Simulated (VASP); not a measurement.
# TlBr (Pm-3m) in VASP: further runs

TlBr is run at these levels: PBEsol; tasks: single point, relaxation of cell and atoms.

All numbers are computed with VASP 6.6.1; they aren't measurements. Logs are shortened: lines on timing, memory, paths and dates and some standing lists are left out, and cuts for length are marked.

### 1 The cell of the first run

The structure is cubic, space group Pm-3m (No. 221). The conventional cell has a = 3.915 Å, b = 3.915 Å, c = 3.915 Å, α = 90.00°, β = 90.00°, γ = 90.00°. Tl (site symmetry m-3m) has 8 Br at 3.39 Å and 6 Tl at 3.91 Å within 4.5 Å. Within 4.5 Å of Br (site symmetry m-3m) lie 8 Tl at 3.39 Å and 6 Br at 3.91 Å.

### 2 Single point, PBEsol

INCAR

```
SYSTEM = TlBr
ALGO = Normal
EDIFF = 1E-6
ENCUT = 500
GGA = PS
GGA_COMPAT = .FALSE.
ISIF = 2
ISMEAR = -1
LASPH = .TRUE.
LCHARG = .FALSE.
LREAL = .FALSE.
LWAVE = .FALSE.
NBANDS = 17
NELM = 120
PREC = Accurate
SIGMA = 0.08
```

KPOINTS

```
k-points
0
G
  12 12 12
  0 0 0
```

POSCAR

```
TlBr
1.0
    3.9145171579      0.0000000000      0.0000000000
    0.0000000000      3.9145171579      0.0000000000
    0.0000000000      0.0000000000      3.9145171579
Tl Br
1 1
Direct
    0.0000000000      0.0000000000      0.0000000000
    0.5000000000      0.5000000000      0.5000000000
```

Potentials or basis: VASP PAW PBE potentials, release 64 (Tl_d, Br).

Launch:

```
> cat potpaw_PBE.64/Tl_d/POTCAR potpaw_PBE.64/Br/POTCAR > POTCAR
> mpirun -np 1 vasp_std > vasp.out
```

OUTCAR:

```text
SYSTEM = TlBr
   EDIFF = 1E-6
   ENCUT = 500
   GGA = PS
   ISIF = 2
   ISMEAR = -1
   LASPH = .TRUE.
   LREAL = .FALSE.
   NELM = 120
   PREC = Accurate

 ion  position               nearest neighbor table
   1  0.000  0.000  0.000-   2 3.39   2 3.39   2 3.39   2 3.39   2 3.39   2 3.39   2 3.39   2 3.39

   2  0.500  0.500  0.500-   1 3.39   1 3.39   1 3.39   1 3.39   1 3.39   1 3.39   1 3.39   1 3.39

  LATTYP: Found a simple cubic cell.
 ALAT       =     3.9145171579

  Lattice vectors:

 A1 = (   3.9145171579,   0.0000000000,   0.0000000000)
 A2 = (   0.0000000000,   3.9145171579,   0.0000000000)
 A3 = (   0.0000000000,   0.0000000000,   3.9145171579)

Analysis of symmetry for initial positions (statically):
=====================================================================
 Subroutine PRICEL returns:
 Original cell was already a primitive cell.

 Routine SETGRP: Setting up the symmetry group for a
 simple cubic supercell.

 Subroutine GETGRP returns: Found 48 space group operations
 (whereof 48 operations were pure point group operations)
 out of a pool of 48 trial point group operations.

The static configuration has the point symmetry O_h .

Analysis of symmetry for dynamics (positions and initial velocities):
=====================================================================
 Subroutine PRICEL returns:
 Original cell was already a primitive cell.

 Routine SETGRP: Setting up the symmetry group for a
 simple cubic supercell.

 Subroutine GETGRP returns: Found 48 space group operations
 (whereof 48 operations were pure point group operations)
 out of a pool of 48 trial point group operations.

The dynamic configuration has the point symmetry O_h .

 Subroutine INISYM returns: Found 48 space group operations
 (whereof 48 operations are pure point group operations),
 and found     1 'primitive' translations

----------------------------------------------------------------------------------------

                                     Primitive cell

  volume of cell :      59.9839

  direct lattice vectors                    reciprocal lattice vectors
     3.914517158  0.000000000  0.000000000     0.255459348  0.000000000  0.000000000
     0.000000000  3.914517158  0.000000000     0.000000000  0.255459348  0.000000000
     0.000000000  0.000000000  3.914517158     0.000000000  0.000000000  0.255459348

  length of vectors
     3.914517158  3.914517158  3.914517158     0.255459348  0.255459348  0.255459348

  position of ions in fractional coordinates (direct lattice)
     0.000000000  0.000000000  0.000000000
     0.500000000  0.500000000  0.500000000

  ion indices of the primitive-cell ions
   primitive index   ion index
                 1           1
                 2           2

----------------------------------------------------------------------------------------

 KPOINTS: k-points

Automatic generation of k-mesh.
 Grid dimensions read from file:
 generate k-points for:   12   12   12

 Generating k-lattice:

  Cartesian coordinates                     Fractional coordinates (reciprocal lattice)
     0.021288279  0.000000000  0.000000000     0.083333333  0.000000000  0.000000000
     0.000000000  0.021288279  0.000000000     0.000000000  0.083333333  0.000000000
     0.000000000  0.000000000  0.021288279     0.000000000  0.000000000  0.083333333

  Length of vectors
     0.021288279  0.021288279  0.021288279

  Shift w.r.t. Gamma in fractional coordinates (k-lattice)
     0.000000000  0.000000000  0.000000000

 Subroutine IBZKPT returns following result:
 ===========================================

 Found     84 irreducible k-points:

 Following reciprocal coordinates:
            Coordinates               Weight
  0.000000  0.000000  0.000000      1.000000
  0.083333  0.000000  0.000000      6.000000
  0.166667  0.000000  0.000000      6.000000
  0.250000  0.000000  0.000000      6.000000
  0.333333  0.000000  0.000000      6.000000
  0.416667  0.000000  0.000000      6.000000
[... 16 lines left out ...]
  0.333333  0.333333  0.000000     12.000000
  0.416667  0.333333  0.000000     24.000000
 [... further k-points ...]
   k-points           NKPTS =     84   k-points in BZ     NKDIM =     84   number of bands    NBANDS=     17
   number of dos      NEDOS =    301   number of ions     NIONS =      2
   total plane-waves  NPLWV =  27000
   dimension x,y,z NGX =    30 NGY =   30 NGZ =   30
   dimension x,y,z NGXF=    60 NGYF=   60 NGZF=   60
   ions per type =               1   1
   NGX,Y,Z   is equivalent  to a cutoff of  12.74, 12.74, 12.74 a.u.
   NGXF,Y,Z  is equivalent  to a cutoff of  25.48, 25.48, 25.48 a.u.
 SYSTEM =  TlBr
   PREC   = accura    normal or accurate (medium, high low for compatibility)
   ISTART =      0    job   : 0-new  1-cont  2-samecut
   ICHARG =      2    charge: 1-file 2-atom 10-const
   ISPIN  =      1    spin polarized calculation?
   LNONCOLLINEAR =      F non collinear calculations
   LSORBIT =      F    spin-orbit coupling
   LASPH  =      T    aspherical Exc in radial PAW
   ENCUT  =  500.0 eV  36.75 Ry    6.06 a.u.   7.14  7.14  7.14*2*pi/ulx,y,z
   NELM   =    120;   NELMIN=  2; NELMDL= -5     # of ELM steps
   EDIFF  = 0.1E-05   stopping-criterion for ELM
   LREAL  =      F    real-space projection
   EDIFFG = 0.1E-04   stopping-criterion for IOM
   NSW    =      0    number of steps for IOM
   IBRION =     -1    ionic relax: 0-MD 1-quasi-New 2-CG
   NFREE  =      0    steps in history (QN), initial steepest desc. (CG)
   ISIF   =      2    stress and relaxation
   ISYM   =      2    0-nonsym 1-usesym 2-fastsym
   POTIM  = 0.5000    time-step for ionic-motion
   TEBEG  =    0.0;   TEEND  =   0.0 temperature during run
   PSTRESS=    0.0 pullay stress
   NELECT =      20.0000    total number of electrons
   NUPDOWN=      -1.0000    fix difference up-down
   EMIN   =  10.00;   EMAX   =-10.00  energy-range for DOS
   EFERMI =   0.00;   METHOD = LEGACY
   ISMEAR =    -1;   SIGMA  =   0.08  broadening in eV -4-tet -1-fermi 0-gaus
   EFERMI_NEDOS =   21; number of points for ismear=-14 and -15
   IALGO  =     38    algorithm
   IMIX   =      4    mixing-type and parameters
     AMIX     =   0.40;   BMIX     =  1.00
     AMIX_MAG =   1.60;   BMIX_MAG =  1.00
  volume/ion in A,a.u.               =      29.99       202.40
  Fermi-wavevector in a.u.,A,eV,Ry     =   1.135202  2.145221 17.533616  1.288684
  Thomas-Fermi vector in A             =   2.271907
   LORBIT       =      0    0 simple, 1 ext, 2 COOP (PROOUT), +10 PAW based schemes
   GGA     = PS    functional components
   LHFCALC =     F    Hartree Fock is set to
   AEXX    =    0.0000 exact exchange contribution
   IVDW    =     0    specifies the selected vdW correction
   LEPSILON=     F    determine dielectric tensor
   LRPA    =     F    only Hartree local field effects (RPA)
 non-spin polarized calculation
  energy-cutoff  :      500.00
  volume of cell :       59.98
 maximum number of plane-waves:      1568
 NGX is ok and might be reduce to    30
   NGX = 15   NGY = 15   NGZ = 15

 number of electron      19.9999996 magnetization

 Free energy of the ion-electron system (eV)
  ---------------------------------------------------
  ext. energy  EPLUGINS =         0.00000000
  ---------------------------------------------------
  free energy    TOTEN  =        -6.03166865 eV

  energy without entropy =       -6.03166800  energy(sigma->0) =       -6.03166832

 E-fermi :   3.6369     XC(G=0):  -9.4209

 val. band max:        2.8052818478   @ k =   0.5000   0.0000   0.0000
 cond. band min:       4.3973461802   @ k =   0.5000   0.0000   0.0000
 fundamental gap:      1.5920643324
 Fermi energy:         3.6368716162

 k-point     1 :       0.0000    0.0000    0.0000
  band No.  band energies     occupation
      1     -11.2644      2.00000
      2      -7.3708      2.00000
      3      -7.3708      2.00000
      4      -7.1636      2.00000
      5      -7.1636      2.00000
      6      -7.1636      2.00000
[... 9 lines left out ...]
     16      14.2769      0.00000
     17      16.2714      0.00000

 k-point     2 :       0.0833    0.0000    0.0000
  band No.  band energies     occupation
      1     -11.2467      2.00000
      2      -7.3700      2.00000
      3      -7.3605      2.00000
      4      -7.1687      2.00000
      5      -7.1687      2.00000
      6      -7.1631      2.00000
[... 9 lines left out ...]
     16      14.7313      0.00000
     17      16.0851      0.00000

 k-point     3 :       0.1667    0.0000    0.0000
  band No.  band energies     occupation
      1     -11.1974      2.00000
      2      -7.3676      2.00000
      3      -7.3324      2.00000
      4      -7.1825      2.00000
      5      -7.1825      2.00000
      6      -7.1619      2.00000
[... 9 lines left out ...]
     16      15.6711      0.00000
     17      15.7807      0.00000

 k-point     4 :       0.2500    0.0000    0.0000
  band No.  band energies     occupation
      1     -11.1280      2.00000
      2      -7.3642      2.00000
      3      -7.2952      2.00000
      4      -7.2014      2.00000
      5      -7.2014      2.00000
      6      -7.1602      2.00000
[... 9 lines left out ...]
     16      14.7578      0.00000
     17      16.0413      0.00000
[... 343 lines left out ...]
      1     -10.9151      2.00000
      2      -7.3110      2.00000
      3      -7.2274      2.00000
      4      -7.2061      2.00000
      5      -7.1868      2.00000
      6      -7.1709      2.00000
[... 9 lines left out ...]
     16      14.2497      0.00000
     17      14.8683      0.00000

 k-point    23 :       0.3333    0.3333    0.0000
  band No.  band energies     occupation
      1     -10.9265      2.00000
      2      -7.3056      2.00000
      3      -7.2093      2.00000
      4      -7.2032      2.00000
      5      -7.1981      2.00000
      6      -7.1730      2.00000
[... 9 lines left out ...]
     16      13.5925      0.00000
     17      15.0985      0.00000

 k-point    24 :       0.4167    0.3333    0.0000
  band No.  band energies     occupation
      1     -10.8940      2.00000
      2      -7.2987      2.00000
      3      -7.2180      2.00000
      4      -7.2027      2.00000
      5      -7.1901      2.00000
      6      -7.1459      2.00000
[... 9 lines left out ...]
     16      13.6875      0.00000
     17      14.7040      0.00000

 [... further k-points ...]
[... 5 lines left out ...]
  --------------------------------------------------------------------------------------
  -------------------------------------------------------------------------------------
  Total       -0.0112978     -0.0112978     -0.0112978      0.0000000      0.0000000      0.0000000
  in kB       -0.3017649     -0.3017649     -0.3017649      0.0000000      0.0000000      0.0000000
  external PRESSURE =      -0.3017649 kB  Pullay stress =       0.0000000 kB

 VOLUME and BASIS-vectors are now :
 -----------------------------------------------------------------------------
  energy-cutoff  :      500.00
  volume of cell :       59.98
      direct lattice vectors                 reciprocal lattice vectors
     3.914517158  0.000000000  0.000000000     0.255459348  0.000000000  0.000000000
     0.000000000  3.914517158  0.000000000     0.000000000  0.255459348  0.000000000
     0.000000000  0.000000000  3.914517158     0.000000000  0.000000000  0.255459348

 POSITION                                       TOTAL-FORCE (eV/Angst)
 -----------------------------------------------------------------------------------
      0.00000      0.00000      0.00000         0.000000      0.000000      0.000000
      1.95726      1.95726      1.95726         0.000000      0.000000      0.000000
 -----------------------------------------------------------------------------------
    total drift:                                0.000000     -0.000000     -0.000000

  FREE ENERGIE OF THE ION-ELECTRON SYSTEM (eV)
  ---------------------------------------------------
  free  energy   TOTEN  =        -6.0316686452 eV

  energy  without entropy=       -6.0316679974  energy(sigma->0) =       -6.03166832
```

Wall time 1.7 min (1 thread of Intel Xeon 8259CL, shared host); peak memory 0.23 GiB.

What came out:

```
Free energy            : -6.0317 eV
Pressure               : 0.0 GPa
Band gap on the k mesh : 1.59 eV
```

Levels at points of the mesh, in eV from the valence-band top:
| k point | band 8 | band 9 | band 10 | band 11 | band 12 | band 13 |
| --- | --- | --- | --- | --- | --- | --- |
| (0.00, 0.00, 0.00) | -1.55 | -1.55 | -1.55 | 6.72 | 6.72 | 7.34 |
| (0.50, 0.00, 0.00) | -0.98 | -0.98 | 0.00 | 1.59 | 5.66 | 5.66 |
| (0.50, 0.50, 0.00) | -3.34 | -3.34 | -0.89 | 4.84 | 4.84 | 7.48 |
| (0.50, 0.50, 0.50) | -2.20 | -2.20 | -2.20 | 1.81 | 1.81 | 1.81 |

Caveat: the PAW data sets were made with another functional, which shifts forces and pressure a little; spin-orbit coupling is left out, which moves the levels of the heavy elements.

(Part 1 of 2 ends here.)
